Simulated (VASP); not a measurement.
# KBr (Fm-3m) in VASP: notebook

KBr is run at these levels: r2SCAN; tasks: single point, relaxation of cell and atoms.

All numbers are computed with VASP 6.6.1; they aren't measurements. Logs are shortened: lines on timing, memory, paths and dates and some standing lists are left out, and cuts for length are marked.

### 1 The cell of the first run

Symmetry: Fm-3m, No. 225, cubic system. Conventional cell: a = 6.609 Å, b = 6.609 Å, c = 6.609 Å, α = 90.00°, β = 90.00°, γ = 90.00°. K (site symmetry m-3m) has 6 Br at 3.30 Å within 4.3 Å. Br (site symmetry m-3m) has 6 K at 3.30 Å within 4.3 Å.

### 2 Single point, r2SCAN

File POSCAR:

```
KBr
1.0
    0.0000000000      3.3044225853      3.3044225853
    3.3044225853      0.0000000000      3.3044225853
    3.3044225853      3.3044225853      0.0000000000
K Br
1 1
Direct
    0.0000000000      0.0000000000      0.0000000000
    0.5000000000      0.5000000000      0.5000000000
```

File INCAR.step1:

```
SYSTEM = KBr
PREC = Accurate
ENCUT = 520
ISMEAR = 0
SIGMA = 0.02
LREAL = .FALSE.
LASPH = .TRUE.
NELM = 100
NBANDS = 15
GGA = PE
ALGO = Normal
EDIFF = 1E-4
LWAVE = .TRUE.
LCHARG = .FALSE.
```

File INCAR.step2:

```
SYSTEM = KBr
PREC = Accurate
ENCUT = 520
EDIFF = 1E-7
ISMEAR = 0
SIGMA = 0.02
LREAL = .FALSE.
LASPH = .TRUE.
NELM = 100
ALGO = Normal
ISIF = 2
LWAVE = .FALSE.
LCHARG = .FALSE.
METAGGA = R2SCAN
LMIXTAU = .TRUE.
NBANDS = 15
ISTART = 1
```

File KPOINTS:

```
Automatic mesh
0
G
  6 6 6
  0 0 0
```

Potentials or basis: VASP PAW PBE potentials, release 64 (K_sv, Br).

Command:

```sh
$ cat potpaw_PBE.64/K_sv/POTCAR potpaw_PBE.64/Br/POTCAR > POTCAR
$ cp INCAR.step1 INCAR
$ mpirun -np 1 vasp_std > vasp.out
$ cp INCAR.step2 INCAR
$ mpirun -np 1 vasp_std > vasp.out
```

OUTCAR:

```text
SYSTEM = KBr
   PREC = Accurate
   ENCUT = 520
   EDIFF = 1E-7
   ISMEAR = 0
   LREAL = .FALSE.
   LASPH = .TRUE.
   NELM = 100
   ISIF = 2
   METAGGA = R2SCAN
   ISTART = 1

 ion  position               nearest neighbor table
   1  0.000  0.000  0.000-
   2  0.500  0.500  0.500-

  LATTYP: Found a face centered cubic cell.
 ALAT       =     6.6088451706

  Lattice vectors:

 A1 = (   0.0000000000,   3.3044225853,   3.3044225853)
 A2 = (   3.3044225853,   0.0000000000,   3.3044225853)
 A3 = (   3.3044225853,   3.3044225853,   0.0000000000)

Analysis of symmetry for initial positions (statically):
=====================================================================
 Subroutine PRICEL returns:
 Original cell was already a primitive cell.

 Routine SETGRP: Setting up the symmetry group for a
 face centered cubic supercell.

 Subroutine GETGRP returns: Found 48 space group operations
 (whereof 48 operations were pure point group operations)
 out of a pool of 48 trial point group operations.

The static configuration has the point symmetry O_h .

Analysis of symmetry for dynamics (positions and initial velocities):
=====================================================================
 Subroutine PRICEL returns:
 Original cell was already a primitive cell.

 Routine SETGRP: Setting up the symmetry group for a
 face centered cubic supercell.

 Subroutine GETGRP returns: Found 48 space group operations
 (whereof 48 operations were pure point group operations)
 out of a pool of 48 trial point group operations.

The dynamic configuration has the point symmetry O_h .

 Subroutine INISYM returns: Found 48 space group operations
 (whereof 48 operations are pure point group operations),
 and found     1 'primitive' translations

----------------------------------------------------------------------------------------

                                     Primitive cell

  volume of cell :      72.1634

  direct lattice vectors                    reciprocal lattice vectors
     0.000000000  3.304422585  3.304422585    -0.151312366  0.151312366  0.151312366
     3.304422585  0.000000000  3.304422585     0.151312366 -0.151312366  0.151312366
     3.304422585  3.304422585  0.000000000     0.151312366  0.151312366 -0.151312366

  length of vectors
     4.673159236  4.673159236  4.673159236     0.262080706  0.262080706  0.262080706

[... 78 lines left out ...]
   ISYM   =      2    0-nonsym 1-usesym 2-fastsym
   POTIM  = 0.5000    time-step for ionic-motion
   TEBEG  =    0.0;   TEEND  =   0.0 temperature during run
   PSTRESS=    0.0 pullay stress
   NELECT =      16.0000    total number of electrons
   NUPDOWN=      -1.0000    fix difference up-down
   EMIN   =  10.00;   EMAX   =-10.00  energy-range for DOS
   EFERMI =   0.00;   METHOD = LEGACY
   ISMEAR =     0;   SIGMA  =   0.02  broadening in eV -4-tet -1-fermi 0-gaus
   EFERMI_NEDOS =   21; number of points for ismear=-14 and -15
   IALGO  =     38    algorithm
   IMIX   =      4    mixing-type and parameters
     AMIX     =   0.40;   BMIX     =  1.00
     AMIX_MAG =   1.60;   BMIX_MAG =  1.00
  volume/ion in A,a.u.               =      36.08       243.49
  Fermi-wavevector in a.u.,A,eV,Ry     =   0.990853  1.872441 13.358060  0.981790
  Thomas-Fermi vector in A             =   2.122553
   LORBIT       =      0    0 simple, 1 ext, 2 COOP (PROOUT), +10 PAW based schemes
   METAGGA = R2SCAN    functional components
   LHFCALC =     F    Hartree Fock is set to
   AEXX    =    0.0000 exact exchange contribution
   IVDW    =     0    specifies the selected vdW correction
   LEPSILON=     F    determine dielectric tensor
   LRPA    =     F    only Hartree local field effects (RPA)
 non-spin polarized calculation
 Gauss-broadening in eV      SIGMA  =   0.02
  energy-cutoff  :      520.00
  volume of cell :       72.16
 maximum number of plane-waves:      1964
   NGX = 17   NGY = 17   NGZ = 17

 number of electron      15.9999997 magnetization

 Free energy of the ion-electron system (eV)
  ---------------------------------------------------
  ext. energy  EPLUGINS =         0.00000000
  ---------------------------------------------------
  free energy    TOTEN  =       -23.24869123 eV

  energy without entropy =      -23.24869123  energy(sigma->0) =      -23.24869123

 E-fermi :  -2.0285     XC(G=0):  -7.7315

 val. band max:       -2.1644655418   @ k =   0.0000   0.0000   0.0000
 cond. band min:       2.9035341553   @ k =   0.0000   0.0000   0.0000
 fundamental gap:      5.0679996972
 Fermi energy:        -2.0284757105

 k-point     1 :       0.0000    0.0000    0.0000
  band No.  band energies     occupation
      1     -31.0558      2.00000
      2     -14.8876      2.00000
      3     -13.7615      2.00000
      4     -13.7615      2.00000
      5     -13.7615      2.00000
      6      -2.1645      2.00000
      7      -2.1645      2.00000
      8      -2.1645      2.00000
      9       2.9035      0.00000
     10       6.0711      0.00000
     11       6.0711      0.00000
     12       6.0711      0.00000
     13       7.0493      0.00000
     14       7.0493      0.00000
[... 257 lines left out ...]
      2     -14.8576      2.00000
      3     -13.8349      2.00000
      4     -13.8089      2.00000
      5     -13.6977      2.00000
      6      -2.8759      2.00000
      7      -2.6308      2.00000
      8      -2.6139      2.00000
      9       4.9499      0.00000
     10       6.5919      0.00000
     11       6.7058      0.00000
     12       7.9245      0.00000
     13       8.6833      0.00000
     14       9.4097      0.00000
     15       9.9326      0.00000

------------------------ aborting loop because EDIFF is reached ----------------------------------------

  FORCE on cell =-STRESS in cart. coord.  units (eV):
  Direction    XX          YY          ZZ          XY          YZ          ZX
  --------------------------------------------------------------------------------------
  -------------------------------------------------------------------------------------
  Total       -0.0013887     -0.0013887     -0.0013887      0.0000000     -0.0000000      0.0000000
  in kB       -0.0308310     -0.0308310     -0.0308310      0.0000000     -0.0000000      0.0000000
  external PRESSURE =      -0.0308310 kB  Pullay stress =       0.0000000 kB

 VOLUME and BASIS-vectors are now :
 -----------------------------------------------------------------------------
  energy-cutoff  :      520.00
  volume of cell :       72.16
      direct lattice vectors                 reciprocal lattice vectors
     0.000000000  3.304422585  3.304422585    -0.151312366  0.151312366  0.151312366
     3.304422585  0.000000000  3.304422585     0.151312366 -0.151312366  0.151312366
     3.304422585  3.304422585  0.000000000     0.151312366  0.151312366 -0.151312366

 POSITION                                       TOTAL-FORCE (eV/Angst)
 -----------------------------------------------------------------------------------
      0.00000      0.00000      0.00000        -0.000000     -0.000000     -0.000000
      3.30442      3.30442      3.30442         0.000000      0.000000      0.000000
 -----------------------------------------------------------------------------------
    total drift:                                0.000000      0.000000      0.000000

  FREE ENERGIE OF THE ION-ELECTRON SYSTEM (eV)
  ---------------------------------------------------
  free  energy   TOTEN  =       -23.2486912350 eV

  energy  without entropy=      -23.2486912350  energy(sigma->0) =      -23.24869123
```

It took 56 s on 1 thread of Intel Xeon Platinum 8488C (Sapphire Rapids), shared host; peak memory 0.22 GiB.

Results:

| Item | Value |
| --- | --- |
| Free energy | -23.2487 eV |
| Pressure | 0.0 GPa |
| Band gap on the k mesh | 5.07 eV |

Levels at points of the mesh, in eV from the valence-band top:
```
           k point  band 6  band 7  band 8  band 9  band 10  band 11
(0.00, 0.00, 0.00)    0.00    0.00    0.00    5.07     8.24     8.24
(0.50, 0.00, 0.00)   -1.16   -0.32   -0.32    7.12     8.86    10.52
(0.50, 0.50, 0.00)   -0.82   -0.29   -0.29    6.36     8.01    10.11
```

Caveat: the PAW data sets were made with another functional, which shifts forces and pressure a little.

### 3 Relaxation of cell and atoms, r2SCAN

This run uses another cell than the first one, of 35.76 Å³/atom.

File POSCAR:

```
KBr
1.0
    0.0000000000      3.2945409698      3.2945409698
    3.2945409698      0.0000000000      3.2945409698
    3.2945409698      3.2945409698      0.0000000000
K Br
1 1
Direct
    0.0000000000      0.0000000000      0.0000000000
    0.5000000000      0.5000000000      0.5000000000
```

File INCAR.step1:

```
PREC = Accurate
ENCUT = 600
ISMEAR = 0
SIGMA = 0.02
LREAL = False
LASPH = True
NELM = 60
GGA = PE
ALGO = Normal
EDIFF = 1E-4
LWAVE = True
LCHARG = False
```

File INCAR.step2:

```
PREC = Accurate
ENCUT = 600
EDIFF = 1E-7
ISMEAR = 0
SIGMA = 0.02
LREAL = False
LASPH = True
NELM = 60
ALGO = Normal
ISIF = 3
LWAVE = False
LCHARG = False
METAGGA = R2SCAN
LMIXTAU = True
IBRION = 2
NSW = 100
EDIFFG = -0.01
ISTART = 1
```

File KPOINTS:

```
regular mesh
0
Gamma
  6 6 6
```

Potentials or basis: VASP PAW PBE potentials, release 64 (K_sv, Br).

Command:

```sh
$ cat potpaw_PBE.64/K_sv/POTCAR potpaw_PBE.64/Br/POTCAR > POTCAR
$ cp INCAR.step1 INCAR
$ mpirun -np 1 vasp_std > vasp.out
$ cp INCAR.step2 INCAR
$ mpirun -np 1 vasp_std > vasp.out
```

Run time: 2.6 min. Hardware: 1 thread of Intel Xeon Platinum 8488C (Sapphire Rapids), shared host; peak memory 0.27 GiB.

It converged, with:

- Free energy: -23.2496 eV
- Relaxed volume: 36.15 Å³/atom
- Relaxed cell: a = 4.676 Å, b = 4.676 Å, c = 4.676 Å, α = 60.00°, β = 60.00°, γ = 60.00°
- Space group after relaxing (to 0.1 Å): Fm-3m (No. 225)
- Energy gained by relaxing: 0.2 meV/atom
- Ionic steps: 3
- Pressure after relaxing: 0.0 GPa
- Band gap on the k mesh: 5.06 eV

Step by step:
```csv
step,energy change (eV),largest force (eV/Å),pressure (GPa),volume (Å³)
1,0.0000,0.0000,0.16,71.52
2,-0.0003,0.0000,0.07,71.88
3,-0.0003,0.0000,-0.02,72.30
```

Final structure:
```
CELL_PARAMETERS angstrom
0.00000 3.30644 3.30644
3.30644 0.00000 3.30644
3.30644 3.30644 0.00000
ATOMIC_POSITIONS crystal
K 0.00000 0.00000 0.00000
Br 0.50000 0.50000 0.50000
```

Levels at points of the mesh, in eV from the valence-band top:
| k point | band 5 | band 6 | band 7 | band 8 | band 9 | band 10 | band 11 | band 12 |
| --- | --- | --- | --- | --- | --- | --- | --- | --- |
| (0.00, 0.00, 0.00) | -11.60 | 0.00 | 0.00 | 0.00 | 5.06 | 8.23 | 8.23 | 8.23 |
| (0.50, 0.00, 0.00) | -11.36 | -1.15 | -0.32 | -0.32 | 7.12 | 8.85 | 10.52 | 10.52 |
| (0.50, 0.50, 0.00) | -11.64 | -0.82 | -0.29 | -0.29 | 6.37 | 8.01 | 10.10 | 10.20 |

Caveat: the PAW data sets were made with another functional, which shifts forces and pressure a little.
